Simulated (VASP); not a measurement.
# BeS (F-43m) in VASP: a series of runs, part 2 of 2

VASP 6.6.1.

## 3. Single point, PBE

This run uses another cell than the first one: it holds 2 atoms, not 32.

File INCAR:

```
SYSTEM = BeS
PREC = Accurate
ENCUT = 520
EDIFF = 1E-6
ISMEAR = 0
SIGMA = 0.02
LREAL = .False.
LASPH = .True.
NELM = 100
ALGO = Normal
ISIF = 2
LWAVE = .False.
LCHARG = .True.
GGA = PE
LELF = .True.
LVHAR = .True.
NBANDS = 11
```

File KPOINTS:

```
regular mesh
0
Gamma
  8 8 8
  0 0 0
```

File POSCAR:

```
BeS
1.0
    0.0000000000      2.4380594485      2.4380594485
    2.4380594485      0.0000000000      2.4380594485
    2.4380594485      2.4380594485      0.0000000000
Be S
1 1
Direct
    0.0000000000      0.0000000000      0.0000000000
    0.7500000000      0.7500000000      0.7500000000
```

Potentials or basis: VASP PAW PBE potentials, release 64 (Be, S).

On the command line:

```bash
$ cat potpaw_PBE.64/Be/POTCAR potpaw_PBE.64/S/POTCAR > POTCAR
$ mpirun -np 1 vasp_std > vasp.out
```

OUTCAR:

```text
SYSTEM = BeS
   PREC = Accurate
   ENCUT = 520
   EDIFF = 1E-6
   ISMEAR = 0
   LREAL = .False.
   LASPH = .True.
   NELM = 100
   ISIF = 2
   GGA = PE

 ion  position               nearest neighbor table
   1  0.000  0.000  0.000-   2 2.11   2 2.11   2 2.11   2 2.11
   2  0.750  0.750  0.750-   1 2.11   1 2.11   1 2.11   1 2.11

  LATTYP: Found a face centered cubic cell.
 ALAT       =     4.8761188970

  Lattice vectors:

 A1 = (   0.0000000000,   2.4380594485,   2.4380594485)
 A2 = (   2.4380594485,   0.0000000000,   2.4380594485)
 A3 = (   2.4380594485,   2.4380594485,   0.0000000000)

Analysis of symmetry for initial positions (statically):
=====================================================================
 Subroutine PRICEL returns:
 Original cell was already a primitive cell.

 Routine SETGRP: Setting up the symmetry group for a
 face centered cubic supercell.

 Subroutine GETGRP returns: Found 24 space group operations
 (whereof 24 operations were pure point group operations)
 out of a pool of 48 trial point group operations.

The static configuration has the point symmetry T_d .

Analysis of symmetry for dynamics (positions and initial velocities):
=====================================================================
 Subroutine PRICEL returns:
 Original cell was already a primitive cell.

 Routine SETGRP: Setting up the symmetry group for a
 face centered cubic supercell.

 Subroutine GETGRP returns: Found 24 space group operations
 (whereof 24 operations were pure point group operations)
 out of a pool of 48 trial point group operations.

The dynamic configuration has the point symmetry T_d .

 Subroutine INISYM returns: Found 24 space group operations
 (whereof 24 operations are pure point group operations),
 and found     1 'primitive' translations

----------------------------------------------------------------------------------------

                                     Primitive cell

  volume of cell :      28.9843

  direct lattice vectors                    reciprocal lattice vectors
     0.000000000  2.438059448  2.438059448    -0.205081135  0.205081135  0.205081135
     2.438059448  0.000000000  2.438059448     0.205081135 -0.205081135  0.205081135
     2.438059448  2.438059448  0.000000000     0.205081135  0.205081135 -0.205081135

  length of vectors
     3.447936738  3.447936738  3.447936738     0.355210946  0.355210946  0.355210946

  position of ions in fractional coordinates (direct lattice)
     0.000000000  0.000000000  0.000000000
     0.750000000  0.750000000  0.750000000

  ion indices of the primitive-cell ions
   primitive index   ion index
                 1           1
                 2           2

----------------------------------------------------------------------------------------

 KPOINTS: regular mesh

Automatic generation of k-mesh.
 Grid dimensions read from file:
 generate k-points for:    8    8    8

 Generating k-lattice:

  Cartesian coordinates                     Fractional coordinates (reciprocal lattice)
    -0.025635142  0.025635142  0.025635142     0.125000000  0.000000000  0.000000000
     0.025635142 -0.025635142  0.025635142     0.000000000  0.125000000  0.000000000
     0.025635142  0.025635142 -0.025635142     0.000000000  0.000000000  0.125000000

  Length of vectors
     0.044401368  0.044401368  0.044401368

  Shift w.r.t. Gamma in fractional coordinates (k-lattice)
     0.000000000  0.000000000  0.000000000

 Subroutine IBZKPT returns following result:
 ===========================================

 Found     29 irreducible k-points:

 Following reciprocal coordinates:
            Coordinates               Weight
  0.000000  0.000000  0.000000      1.000000
  0.125000  0.000000  0.000000      8.000000
  0.250000  0.000000  0.000000      8.000000
  0.375000  0.000000  0.000000      8.000000
  0.500000  0.000000  0.000000      4.000000
  0.125000  0.125000  0.000000      6.000000
[... 16 lines left out ...]
  0.500000  0.250000  0.125000     48.000000
 -0.375000  0.250000  0.125000     24.000000
 [... further k-points ...]
   k-points           NKPTS =     29   k-points in BZ     NKDIM =     29   number of bands    NBANDS=     11
   number of dos      NEDOS =    301   number of ions     NIONS =      2
   total plane-waves  NPLWV =  21952
   dimension x,y,z NGX =    28 NGY =   28 NGZ =   28
   dimension x,y,z NGXF=    56 NGYF=   56 NGZF=   56
   ions per type =               1   1
   NGX,Y,Z   is equivalent  to a cutoff of  13.50, 13.50, 13.50 a.u.
   NGXF,Y,Z  is equivalent  to a cutoff of  27.00, 27.00, 27.00 a.u.
 SYSTEM =  BeS
   PREC   = accura    normal or accurate (medium, high low for compatibility)
   ISTART =      0    job   : 0-new  1-cont  2-samecut
   ICHARG =      2    charge: 1-file 2-atom 10-const
   ISPIN  =      1    spin polarized calculation?
   LNONCOLLINEAR =      F non collinear calculations
   LSORBIT =      F    spin-orbit coupling
   LASPH  =      T    aspherical Exc in radial PAW
   ENCUT  =  520.0 eV  38.22 Ry    6.18 a.u.   6.41  6.41  6.41*2*pi/ulx,y,z
   NELM   =    100;   NELMIN=  2; NELMDL= -5     # of ELM steps
   EDIFF  = 0.1E-05   stopping-criterion for ELM
   LREAL  =      F    real-space projection
   EDIFFG = 0.1E-04   stopping-criterion for IOM
   NSW    =      0    number of steps for IOM
   IBRION =     -1    ionic relax: 0-MD 1-quasi-New 2-CG
   NFREE  =      0    steps in history (QN), initial steepest desc. (CG)
   ISIF   =      2    stress and relaxation
   ISYM   =      2    0-nonsym 1-usesym 2-fastsym
   POTIM  = 0.5000    time-step for ionic-motion
   TEBEG  =    0.0;   TEEND  =   0.0 temperature during run
   PSTRESS=    0.0 pullay stress
   NELECT =       8.0000    total number of electrons
   NUPDOWN=      -1.0000    fix difference up-down
   EMIN   =  10.00;   EMAX   =-10.00  energy-range for DOS
   EFERMI =   0.00;   METHOD = LEGACY
   ISMEAR =     0;   SIGMA  =   0.02  broadening in eV -4-tet -1-fermi 0-gaus
   EFERMI_NEDOS =   21; number of points for ismear=-14 and -15
   IALGO  =     38    algorithm
   IMIX   =      4    mixing-type and parameters
     AMIX     =   0.40;   BMIX     =  1.00
     AMIX_MAG =   1.60;   BMIX_MAG =  1.00
  volume/ion in A,a.u.               =      14.49        97.80
  Fermi-wavevector in a.u.,A,eV,Ry     =   1.065902  2.014262 15.458214  1.136147
  Thomas-Fermi vector in A             =   2.201469
   LORBIT       =      0    0 simple, 1 ext, 2 COOP (PROOUT), +10 PAW based schemes
   GGA     = PE    functional components
   LHFCALC =     F    Hartree Fock is set to
   AEXX    =    0.0000 exact exchange contribution
   IVDW    =     0    specifies the selected vdW correction
   LEPSILON=     F    determine dielectric tensor
   LRPA    =     F    only Hartree local field effects (RPA)
 non-spin polarized calculation
 Gauss-broadening in eV      SIGMA  =   0.02
  energy-cutoff  :      520.00
  volume of cell :       28.98
 maximum number of plane-waves:       799
 NGX is ok and might be reduce to    28

 number of electron       7.9999999 magnetization

 Free energy of the ion-electron system (eV)
  ---------------------------------------------------
  ext. energy  EPLUGINS =         0.00000000
  ---------------------------------------------------
  free energy    TOTEN  =       -10.01333922 eV

  energy without entropy =      -10.01333922  energy(sigma->0) =      -10.01333922

 E-fermi :   4.1810     XC(G=0):  -9.6642

 val. band max:        4.0095257314   @ k =   0.0000   0.0000   0.0000
 cond. band min:       7.1558239606   @ k =   0.5000   0.5000   0.0000
 fundamental gap:      3.1462982292
 Fermi energy:         4.1809831852

 k-point     1 :       0.0000    0.0000    0.0000
  band No.  band energies     occupation
      1      -9.5759      2.00000
      2       4.0095      2.00000
      3       4.0095      2.00000
      4       4.0095      2.00000
      5       9.6854      0.00000
      6       9.6854      0.00000
      7       9.6854      0.00000
      8       9.7595      0.00000
      9      16.7916      0.00000
     10      16.7916      0.00000
     11      18.7569      0.00000
[... 309 lines left out ...]
 k-point    24 :      -0.3750    0.2500    0.1250
  band No.  band energies     occupation
      1      -7.7418      2.00000
      2      -1.1493      2.00000
      3       1.2847      2.00000
      4       2.2131      2.00000
      5      10.1162      0.00000
      6      10.5596      0.00000
      7      13.0730      0.00000
      8      14.4538      0.00000
      9      15.4001      0.00000
     10      19.2385      0.00000
     11      19.8620      0.00000

 [... further k-points ...]
[... 5 lines left out ...]
  --------------------------------------------------------------------------------------
  -------------------------------------------------------------------------------------
  Total        0.0027586      0.0027586      0.0027586      0.0000000      0.0000000      0.0000000
  in kB        0.1524904      0.1524904      0.1524904      0.0000000      0.0000000      0.0000000
  external PRESSURE =       0.1524904 kB  Pullay stress =       0.0000000 kB

 VOLUME and BASIS-vectors are now :
 -----------------------------------------------------------------------------
  energy-cutoff  :      520.00
  volume of cell :       28.98
      direct lattice vectors                 reciprocal lattice vectors
     0.000000000  2.438059448  2.438059448    -0.205081135  0.205081135  0.205081135
     2.438059448  0.000000000  2.438059448     0.205081135 -0.205081135  0.205081135
     2.438059448  2.438059448  0.000000000     0.205081135  0.205081135 -0.205081135

 POSITION                                       TOTAL-FORCE (eV/Angst)
 -----------------------------------------------------------------------------------
      0.00000      0.00000      0.00000        -0.000000     -0.000000     -0.000000
      3.65709      3.65709      3.65709         0.000000      0.000000      0.000000
 -----------------------------------------------------------------------------------
    total drift:                               -0.000000     -0.000000     -0.000000

  FREE ENERGIE OF THE ION-ELECTRON SYSTEM (eV)
  ---------------------------------------------------
  free  energy   TOTEN  =       -10.0133392228 eV

  energy  without entropy=      -10.0133392228  energy(sigma->0) =      -10.01333922
```

OSZICAR:

```text
N       E                     dE             d eps       ncg     rms          rms(c)
DAV:   1     0.215692660262E+02    0.21569E+02   -0.38514E+03   638   0.622E+02
DAV:   2    -0.890773446875E+01   -0.30477E+02   -0.28470E+02   827   0.117E+02
DAV:   3    -0.101725329745E+02   -0.12648E+01   -0.12618E+01   831   0.238E+01
DAV:   4    -0.101799448280E+02   -0.74119E-02   -0.74103E-02   768   0.215E+00
DAV:   5    -0.101800103066E+02   -0.65479E-04   -0.65477E-04   854   0.200E-01    0.554E+00
DAV:   6    -0.100500148636E+02    0.13000E+00   -0.11888E-01   725   0.163E+00    0.378E+00
DAV:   7    -0.100119475643E+02    0.38067E-01   -0.11229E-01   792   0.175E+00    0.101E+00
DAV:   8    -0.100131943286E+02   -0.12468E-02   -0.65420E-03   830   0.410E-01    0.139E-01
DAV:   9    -0.100132875316E+02   -0.93203E-04   -0.50658E-04   788   0.142E-01    0.279E-02
DAV:  10    -0.100133340546E+02   -0.46523E-04   -0.77645E-05   763   0.500E-02    0.106E-02
DAV:  11    -0.100133389434E+02   -0.48888E-05   -0.16802E-05   802   0.212E-02    0.878E-03
DAV:  12    -0.100133392228E+02   -0.27948E-06   -0.42021E-07   569   0.461E-03
   1 F= -.10013339E+02 E0= -.10013339E+02  d E =-.798294E-36
```

Run time: 5.4 s. Hardware: 1 thread of Intel Xeon 6975P-C (Granite Rapids), shared host; peak memory 0.15 GiB.

What came out:

```yaml
Free_energy: -10.0133 eV
Pressure: 0.0 GPa
Band_gap_on_the_k_mesh: 3.15 eV, indirect (least direct gap 5.68 eV)
```

Levels at points of the mesh, in eV from the valence-band top:
| k point | band 2 | band 3 | band 4 | band 5 | band 6 | band 7 |
| --- | --- | --- | --- | --- | --- | --- |
| (0.00, 0.00, 0.00) | 0.00 | 0.00 | 0.00 | 5.68 | 5.68 | 5.68 |
| (0.50, 0.00, 0.00) | -5.68 | -1.01 | -1.01 | 5.42 | 6.57 | 6.57 |
| (0.50, 0.50, 0.00) | -4.94 | -2.59 | -2.59 | 3.15 | 4.93 | 12.65 |

## 4. Relaxation of cell and atoms, PBE

This run uses another cell than the first one: it holds 2 atoms, not 32.

File INCAR:

```
SYSTEM = BeS
ALGO = Normal
EDIFF = 1E-6
EDIFFG = -0.005
ENCUT = 600
GGA = PE
IBRION = 2
ISIF = 3
ISMEAR = 0
LASPH = .True.
LCHARG = .False.
LREAL = .False.
LWAVE = .False.
NELM = 100
NSW = 100
PREC = Accurate
SIGMA = 0.02
```

File KPOINTS:

```
k-points
0
Gamma
  8 8 8
  0 0 0
```

File POSCAR:

```
BeS
1.0
    0.0000000000      2.4351516489      2.4351516489
    2.4351516489      0.0000000000      2.4351516489
    2.4351516489      2.4351516489      0.0000000000
Be S
1 1
Direct
    0.0000000000      0.0000000000      0.0000000000
    0.7500000000      0.7500000000      0.7500000000
```

On the command line:

```bash
$ cat potpaw_PBE.64/Be/POTCAR potpaw_PBE.64/S/POTCAR > POTCAR
$ mpirun -np 1 vasp_std > vasp.out
```

Run time: 8.3 s. Hardware: 1 thread of Intel Xeon 6975P-C (Granite Rapids), shared host; peak memory 0.15 GiB.

Results (log left out):

| Property | Result |
| --- | --- |
| Free energy | -10.0135 eV |
| Relaxed volume | 14.50 Å³/atom |
| Relaxed cell | a = 3.448 Å, b = 3.448 Å, c = 3.448 Å, α = 60.00°, β = 60.00°, γ = 60.00° |
| Space group after relaxing (to 0.05 Å) | F-43m (No. 216) |
| Energy gained by relaxing | 0.1 meV/atom |
| Ionic steps | 3 |
| Pressure after relaxing | 0.0 GPa |
| Band gap on the k mesh | 3.15 eV, indirect (least direct gap 5.68 eV) |

The path:
```csv
step,energy change (eV),largest force (eV/Å),pressure (GPa),volume (Å³)
1,0.0000,0.0000,0.38,28.88
2,-0.0001,0.0000,-0.09,29.02
3,-0.0001,0.0000,0.00,28.99
```

Final structure:
```
Be S
1.0
     0.00000    2.43835    2.43835
     2.43835    0.00000    2.43835
     2.43835    2.43835    0.00000
Be S
1 1
Direct
  0.00000 0.00000 0.00000
  0.75000 0.75000 0.75000
```

Levels at points of the mesh, in eV from the valence-band top:
| k point | band 1 | band 2 | band 3 | band 4 | band 5 | band 6 | band 7 | band 8 |
| --- | --- | --- | --- | --- | --- | --- | --- | --- |
| (0.00, 0.00, 0.00) | -13.58 | 0.00 | 0.00 | 0.00 | 5.68 | 5.68 | 5.68 | 5.75 |
| (0.50, 0.00, 0.00) | -12.02 | -5.68 | -1.01 | -1.01 | 5.42 | 6.57 | 6.57 | 11.13 |
| (0.50, 0.50, 0.00) | -11.49 | -4.94 | -2.58 | -2.58 | 3.15 | 4.93 | 12.65 | 12.65 |

A k mesh can miss the band edges. As with any semilocal functional, this PBE gap is likely too small.

## 5. The runs side by side

```csv
task,cell,k mesh,cutoff (eV),smearing,gap on the mesh (eV),pressure (GPa)
single point,"a = 8.446 Å, angles 109.5°, 32 atoms","2 × 2 × 2, shifted",520,gaussian 0.01 eV,4.15,0.0
single point,"a = 3.448 Å, angles 60.0°, 2 atoms",8 × 8 × 8,520,gaussian 0.02 eV,3.15,0.0
relaxation of cell and atoms,"relaxed from a = 3.444 Å, angles 60.0°, 2 atoms",8 × 8 × 8,600,gaussian 0.02 eV,3.15,0.0
```

Alike in all rows: level PBE; potentials or basis VASP PAW PBE potentials, release 64 (Be, S); no spin polarisation.

Total energies depend on the potentials used, so only differences within one code and one set of settings carry meaning.
